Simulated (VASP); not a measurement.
# Zn35O36 (a cell with a defect) in VASP: further runs

Runs on Zn35O36 (a cell with a defect). Level: LDA. Tasks: single point.

Program: VASP 6.6.1. These are calculated values, not measurements. Logs are shortened: lines on timing, memory, paths and dates and some standing lists are left out, and cuts for length are marked.

### Step 1. The cell of the first run

The cell holds a defect, 71 atoms: a = 9.561 Å, b = 9.561 Å, c = 10.305 Å, α = 90.00°, β = 90.00°, γ = 120.00°.

### Step 2. Single point, LDA

INCAR

```
SYSTEM = Zn35O36
ALGO = Normal
EDIFF = 1E-6
ENCUT = 520
ISIF = 2
ISMEAR = 0
LASPH = .TRUE.
LCHARG = .FALSE.
LREAL = Auto
LWAVE = .FALSE.
NBANDS = 359
NELECT = 638.0
NELM = 60
PREC = Accurate
SIGMA = 0.02
```

KPOINTS

```
k-points
0
G
  1 1 1
  0 0 0
```

POSCAR

```
Zn35O36
1.0
    9.5613318899      0.0000000000      0.0000000000
   -4.7806659450      8.2803563107      0.0000000000
    0.0000000000      0.0000000000     10.3049808845
Zn O
35 36
Direct
    0.1116571771      0.2216760887      0.7402652257
    0.1168236000      0.5439443462      0.2472715892
    0.1099398583      0.5582838258      0.7494531127
    0.1117698447      0.8839857520      0.2514466576
    0.1129233434      0.8945932665      0.7581297906
    0.4493472387      0.2215632916      0.2514466576
    0.4387398572      0.2204099596      0.7581297906
    0.4396816823      0.5471111182      0.2485315624
    0.4458999142      0.5572995686      0.7489582064
    0.4463894758      0.8869441996      0.2479565007
    0.4439513186      0.8893821381      0.7522875672
    0.7893891275      0.2165098859      0.2472715892
    0.7750494737      0.2233934061      0.7494530156
    0.7808207047      0.5525123350      0.2513032318
    0.7776901420      0.5556429974      0.7514932911
    0.7862222597      0.8936516404      0.2485314654
    0.7760338663      0.8874335505      0.7489582064
    0.1960244734      0.1373087048      0.0363815328
    0.2232276602      0.1101055276      0.4924239120
    0.2211400521      0.4542380616     -0.0043527495
    0.2239397279      0.4430428912      0.4988454668
    0.2186109406      0.7880263548      0.0036105841
    0.2236734110      0.7759347254      0.5010478969
    0.5453072317      0.1147225994      0.0036105841
    0.5573986932      0.1096600153      0.5010477999
    0.5520506265      0.4454039007      0.0014482317
    0.5562463354      0.4424757658      0.5013469756
    0.5536967335      0.7796366192      0.0052298981
    0.5566856641      0.7766477382      0.4966879665
    0.8790952450      0.1121932397     -0.0043527495
    0.8902905936      0.1093937224      0.4988453698
    0.8870040461      0.4463294647      0.0021582767
    0.8913867390      0.4419466823      0.4968213000
    0.8879294265      0.7812825629      0.0014482317
    0.8908574388      0.7770868497      0.5013469756
    0.2318199446      0.1015131437      0.2033058599
    0.2239428254      0.1093903409      0.6874294168
    0.2325484125      0.4521952751      0.1773594750
    0.2239822910      0.4506752922      0.6922893967
    0.2229749406      0.7716835798      0.1910386853
    0.2217898218      0.7811196472      0.6903964287
    0.5616498158      0.1103585360      0.1910386853
    0.5522137390      0.1115436299      0.6903964287
    0.5605928224      0.4438492575      0.1902490671
    0.5554080399      0.4433481921      0.6905775061
    0.5586260542      0.7747073627      0.1927518374
    0.5541954214      0.7791379692      0.6862856010
    0.8811380155      0.1007849142      0.1773594750
    0.8826580999      0.1093510914      0.6922892997
    0.8913352766      0.4419981294      0.1905637693
    0.8880574321      0.4452760077      0.6864882215
    0.8894838421      0.7727402976      0.1902490671
    0.8899850068      0.7779250987      0.6905775061
    0.1117147798      0.2216187240      0.4722673486
    0.1030190639      0.2303142435      0.9313432123
    0.1134227596      0.5552777957      0.4379281292
    0.1070447427      0.5650338976      0.9371710737
    0.1111444567      0.8837998904      0.4412720461
    0.1097743375      0.9015743671      0.9457032584
    0.4495333108      0.2221887478      0.4412720461
    0.4317589687      0.2235589787      0.9457032584
    0.4470383892      0.5544483628      0.4391370591
    0.4469113791      0.5607218851      0.9363985347
    0.4453066549      0.8880266409      0.4388532158
    0.4424218393      0.8909116617      0.9409769032
    0.7780556234      0.2199105850      0.4379281292
    0.7682995744      0.2262888129      0.9371710737
    0.7791521951      0.5541811038      0.4407694736
    0.7757206029      0.5576127194      0.9399405112
    0.7788850111      0.8862949521      0.4391370591
    0.7726113867      0.8864218790      0.9363985347
```

Potentials or basis: VASP PAW LDA potentials, release 64 (Zn, O).

Run with:

```
$ cat potpaw_LDA.64/Zn/POTCAR potpaw_LDA.64/O/POTCAR > POTCAR
$ mpirun -np 1 vasp_gam > vasp.out
```

OUTCAR:

```text
SYSTEM = Zn35O36
   EDIFF = 1E-6
   ENCUT = 520
   ISIF = 2
   ISMEAR = 0
   LASPH = .TRUE.
   LREAL = Auto
   NELECT = 638.0
   NELM = 60
   PREC = Accurate

 ion  position               nearest neighbor table
   1  0.112  0.222  0.740-  37 1.94  49 1.96  39 1.96  55 1.97
   2  0.117  0.544  0.247-  38 1.87  50 1.96  56 1.97  40 1.97
   3  0.110  0.558  0.749-  39 1.93  57 1.94  41 1.94  51 1.95
   4  0.112  0.884  0.251-  36 1.87  52 1.95  40 1.95  58 1.96
   5  0.113  0.895  0.758-  37 1.92  59 1.93  41 1.97  53 1.97
   6  0.449  0.222  0.251-  36 1.87  44 1.95  42 1.95  60 1.96
[... 9 lines left out ...]
  16  0.786  0.894  0.249-  48 1.87  52 1.95  70 1.97  46 1.97
  17  0.776  0.887  0.749-  49 1.93  71 1.93  53 1.95  47 1.95
  18  0.196  0.137  0.036-  36 1.82  55 1.88  59 2.19  61 2.19  30 2.95  20 2.95
  19  0.223  0.110  0.492-  54 1.86  58 1.95  60 1.95  37 2.01
  20  0.221  0.454  0.996-  38 1.88  57 1.96  63 1.97  55 1.97  18 2.95
  21  0.224  0.443  0.499-  54 1.85  62 1.95  56 1.95  39 1.99
  22  0.219  0.788  0.004-  59 1.94  40 1.94  65 1.96  57 1.97
  23  0.224  0.776  0.501-  58 1.93  56 1.94  64 1.94  41 1.95
  24  0.545  0.115  0.004-  61 1.94  42 1.94  65 1.96  67 1.97
  25  0.557  0.110  0.501-  60 1.93  66 1.94  64 1.94  43 1.95
  26  0.552  0.445  0.001-  61 1.93  63 1.95  44 1.95  69 1.96
  27  0.556  0.442  0.501-  60 1.93  62 1.94  68 1.95  45 1.95
  28  0.554  0.780  0.005-  46 1.93  71 1.95  63 1.95  65 1.96
  29  0.557  0.777  0.497-  70 1.93  62 1.93  64 1.94  47 1.95
  30  0.879  0.112  0.996-  48 1.88  67 1.96  71 1.97  55 1.97  18 2.95
  31  0.890  0.109  0.499-  54 1.85  70 1.95  66 1.95  49 1.99
  32  0.887  0.446  0.002-  50 1.94  67 1.94  57 1.94  69 1.95
  33  0.891  0.442  0.497-  56 1.94  66 1.94  68 1.95  51 1.96
  34  0.888  0.781  0.001-  59 1.93  71 1.95  52 1.95  69 1.96
  35  0.891  0.777  0.501-  58 1.93  70 1.94  68 1.95  53 1.95
  36  0.232  0.102  0.203-  18 1.82   6 1.87   4 1.87
  37  0.224  0.109  0.687-   7 1.92   5 1.92   1 1.94  19 2.01
  38  0.233  0.452  0.177-   2 1.87   8 1.87  20 1.88
  39  0.224  0.451  0.692-   3 1.93   9 1.93   1 1.96  21 1.99
  40  0.223  0.772  0.191-  22 1.94  10 1.94   4 1.95   2 1.97
  41  0.222  0.781  0.690-   3 1.94  11 1.95  23 1.95   5 1.97
  42  0.562  0.110  0.191-  24 1.94  10 1.94   6 1.95  12 1.97
  43  0.552  0.112  0.690-  13 1.94  11 1.95  25 1.95   7 1.97
  44  0.561  0.444  0.190-  14 1.93   6 1.95  26 1.95   8 1.95
  45  0.555  0.443  0.691-  15 1.94   9 1.95  27 1.95   7 1.97
  46  0.559  0.775  0.193-  28 1.93  10 1.94  16 1.97   8 1.97
  47  0.554  0.779  0.686-   9 1.95  17 1.95  11 1.95  29 1.95
[... 10 lines left out ...]
  58  0.111  0.884  0.441-  23 1.93  35 1.93  19 1.95   4 1.96
  59  0.110  0.902  0.946-  34 1.93   5 1.93  22 1.94  18 2.19
  60  0.450  0.222  0.441-  25 1.93  27 1.93  19 1.95   6 1.96
[... 9 lines left out ...]
  70  0.779  0.886  0.439-  29 1.93  35 1.94  31 1.95  16 1.97
  71  0.773  0.886  0.936-  17 1.93  34 1.95  28 1.95  30 1.97

  LATTYP: Found a hexagonal cell.
 ALAT       =     9.5613318899
 C/A-ratio  =     1.0777767160

  Lattice vectors:

 A1 = (   9.5613318899,   0.0000000000,   0.0000000000)
 A2 = (  -4.7806659450,   8.2803563107,   0.0000000000)
 A3 = (   0.0000000000,   0.0000000000,  10.3049808845)

Analysis of symmetry for initial positions (statically):
=====================================================================
 Subroutine PRICEL returns:
 Original cell was already a primitive cell.

 Routine SETGRP: Setting up the symmetry group for a
 hexagonal supercell.

 Subroutine GETGRP returns: Found  2 space group operations
 (whereof  1 operations were pure point group operations)
 out of a pool of 24 trial point group operations.

The static configuration has the point symmetry C_1 .
 The point group associated with its full space group is C_1h.

Analysis of symmetry for dynamics (positions and initial velocities):
[... 188 lines left out ...]

[... 42 lines left out ...]
   PSTRESS=    0.0 pullay stress
   NELECT =     638.0000    total number of electrons
   NUPDOWN=      -1.0000    fix difference up-down
   EMIN   =  10.00;   EMAX   =-10.00  energy-range for DOS
   EFERMI =   0.00;   METHOD = LEGACY
   ISMEAR =     0;   SIGMA  =   0.02  broadening in eV -4-tet -1-fermi 0-gaus
   EFERMI_NEDOS =   21; number of points for ismear=-14 and -15
   IALGO  =     38    algorithm
   IMIX   =      4    mixing-type and parameters
     AMIX     =   0.40;   BMIX     =  1.00
     AMIX_MAG =   1.60;   BMIX_MAG =  1.00
  volume/ion in A,a.u.               =      11.49        77.54
  Fermi-wavevector in a.u.,A,eV,Ry     =   1.508262  2.850202 30.951280  2.274855
  Thomas-Fermi vector in A             =   2.618740
   LORBIT       =      0    0 simple, 1 ext, 2 COOP (PROOUT), +10 PAW based schemes
   GGA     = CA    functional components
   LHFCALC =     F    Hartree Fock is set to
   AEXX    =    0.0000 exact exchange contribution
   IVDW    =     0    specifies the selected vdW correction
   LEPSILON=     F    determine dielectric tensor
   LRPA    =     F    only Hartree local field effects (RPA)
 non-spin polarized calculation
 Gauss-broadening in eV      SIGMA  =   0.02
  energy-cutoff  :      520.00
  volume of cell :      815.86
 maximum number of plane-waves:     10973
 NGX is ok and might be reduce to    70
   NGX = 35   NGY = 35   NGZ = 39

 number of electron     638.0000031 magnetization

 Free energy of the ion-electron system (eV)
  ---------------------------------------------------
  ext. energy  EPLUGINS =         0.00000000
  ---------------------------------------------------
  free energy    TOTEN  =      -368.14651429 eV

  energy without entropy =     -368.14651429  energy(sigma->0) =     -368.14651429

 E-fermi :   1.6150     XC(G=0): -11.6337

 val. band max:        1.4699232283   @ k =   0.0000   0.0000   0.0000
 cond. band min:       2.1328539725   @ k =   0.0000   0.0000   0.0000
 fundamental gap:      0.6629307442
 Fermi energy:         1.6150071063

 k-point     1 :       0.0000    0.0000    0.0000
  band No.  band energies     occupation
      1     -17.0052      2.00000
      2     -16.6173      2.00000
      3     -16.5627      2.00000
      4     -16.5262      2.00000
      5     -16.5039      2.00000
      6     -16.4659      2.00000
[... 323 lines left out ...]
    330       6.4136      0.00000
    331       6.4367      0.00000
 [bands above 331 left out]

------------------------ aborting loop because EDIFF is reached ----------------------------------------

  FORCE on cell =-STRESS in cart. coord.  units (eV):
  Direction    XX          YY          ZZ          XY          YZ          ZX
  --------------------------------------------------------------------------------------
  -------------------------------------------------------------------------------------
  Total       24.6457010     25.2483925     17.9155277      0.5219461     -1.2224727      2.1173846
  in kB       48.3990847     49.5826467     35.1824094      1.0249948     -2.4006847      4.1581077
  external PRESSURE =      44.3880469 kB  Pullay stress =       0.0000000 kB

 VOLUME and BASIS-vectors are now :
 -----------------------------------------------------------------------------
  energy-cutoff  :      520.00
  volume of cell :      815.86
      direct lattice vectors                 reciprocal lattice vectors
     9.561331890  0.000000000  0.000000000     0.104587939  0.060383875  0.000000000
    -4.780665945  8.280356311  0.000000000     0.000000000  0.120767750  0.000000000
     0.000000000  0.000000000 10.304980885     0.000000000  0.000000000  0.097040452

 POSITION                                       TOTAL-FORCE (eV/Angst)
 -----------------------------------------------------------------------------------
      0.00783      1.83556      7.62842        -0.024821      0.014330     -0.062010
     -1.48343      4.50405      2.54813        -0.070248      0.042108      0.037095
     -1.61780      4.62279      7.72310         0.007744     -0.009462      0.004545
     -3.15737      7.31972      2.59115        -0.020238      0.018453      0.017392
     -3.19705      7.40755      7.81251        -0.004593     -0.014932      0.003254
      3.23714      1.83462      2.59115        -0.026100      0.008301      0.017392
[... 63 lines left out ...]
      3.21010      7.33884      4.52530        -0.005658     -0.005799      0.005935
      3.14951      7.33989      9.64957         0.000731      0.020933      0.014852
 -----------------------------------------------------------------------------------
    total drift:                               -0.016019      0.000623      0.020724

  FREE ENERGIE OF THE ION-ELECTRON SYSTEM (eV)
  ---------------------------------------------------
  free  energy   TOTEN  =      -368.1465142887 eV

  energy  without entropy=     -368.1465142887  energy(sigma->0) =     -368.14651429
```

It took 9.1 min on 1 thread of Intel Xeon Platinum 8488C (Sapphire Rapids), shared host; peak memory 0.66 GiB.

What came out:

| Quantity | Value |
| --- | --- |
| Free energy | -368.1465 eV |
| Largest force | 1.010 eV/Å |

Forces on the atoms (eV/Å):
```
Zn  -0.025  0.014 -0.062
Zn  -0.070  0.042  0.037
Zn   0.008 -0.009  0.005
Zn  -0.020  0.018  0.017
Zn  -0.005 -0.015  0.003
Zn  -0.026  0.008  0.017
Zn   0.011  0.011  0.003
Zn   0.023  0.012  0.023
Zn  -0.008  0.002  0.007
Zn  -0.006  0.003  0.003
Zn   0.004 -0.003  0.001
Zn  -0.072  0.040  0.037
Zn   0.012 -0.002  0.005
Zn  -0.013  0.008  0.024
Zn   0.004 -0.002 -0.007
Zn   0.001 -0.026  0.023
Zn  -0.006  0.006  0.007
Zn   0.640 -0.370 -0.689
Zn   0.032 -0.019  0.011
Zn   0.008 -0.100  0.027
Zn  -0.005  0.046 -0.038
Zn   0.013 -0.023  0.004
Zn  -0.001  0.008  0.018
Zn   0.027  0.001  0.004
Zn  -0.007 -0.004  0.018
Zn  -0.002  0.031  0.015
Zn  -0.006  0.003  0.017
Zn  -0.011  0.006  0.001
Zn  -0.002  0.001  0.006
Zn   0.090  0.043  0.027
Zn  -0.042 -0.018 -0.038
Zn   0.021 -0.012  0.016
Zn  -0.006  0.004  0.021
Zn  -0.027 -0.014  0.015
Zn  -0.006  0.003  0.017
O   -0.026  0.015 -0.060
O   -0.002  0.001 -0.013
O   -0.032  0.038  0.070
O   -0.007  0.020 -0.023
O   -0.036  0.016  0.024
O   -0.024  0.013  0.018
O   -0.032  0.024  0.024
O   -0.023  0.014  0.018
O   -0.008  0.012  0.007
O    0.002 -0.019  0.017
O    0.005 -0.003  0.025
O    0.001 -0.001  0.003
O   -0.049  0.009  0.070
O   -0.021 -0.004 -0.023
O   -0.020  0.011  0.022
O    0.002 -0.001  0.012
O   -0.014  0.001  0.007
O    0.017  0.008  0.017
O   -0.003  0.002  0.007
O    0.020 -0.011 -0.101
O   -0.018  0.022  0.014
O    0.008  0.015  0.018
O   -0.008  0.013  0.005
O   -0.009  0.164  0.068
O   -0.015  0.000  0.005
O   -0.147 -0.074  0.068
O    0.002  0.008  0.006
O   -0.018 -0.011  0.015
O   -0.014  0.008  0.000
O   -0.011  0.006  0.009
O   -0.028  0.004  0.014
O   -0.008 -0.015  0.018
O   -0.007  0.004  0.014
O    0.000  0.000  0.013
O   -0.006 -0.006  0.006
O    0.001  0.021  0.015
```

Levels at points of the mesh, in eV from the Fermi level:
```csv
k point,band 315,band 316,band 317,band 318,band 319,band 320,band 321,band 322,band 323,band 324
"(0.00, 0.00, 0.00)",-0.52,-0.50,-0.40,-0.18,-0.15,0.52,3.12,3.23,3.86,3.90
```

Caveat: the k points lie up to 0.76 Å⁻¹ apart; the cell carries a net charge on a neutralising background, which shifts energy and pressure; the cell is charged against a uniform background, so pressure and absolute levels hang on convention.

(Part 1 of 2 ends here.)
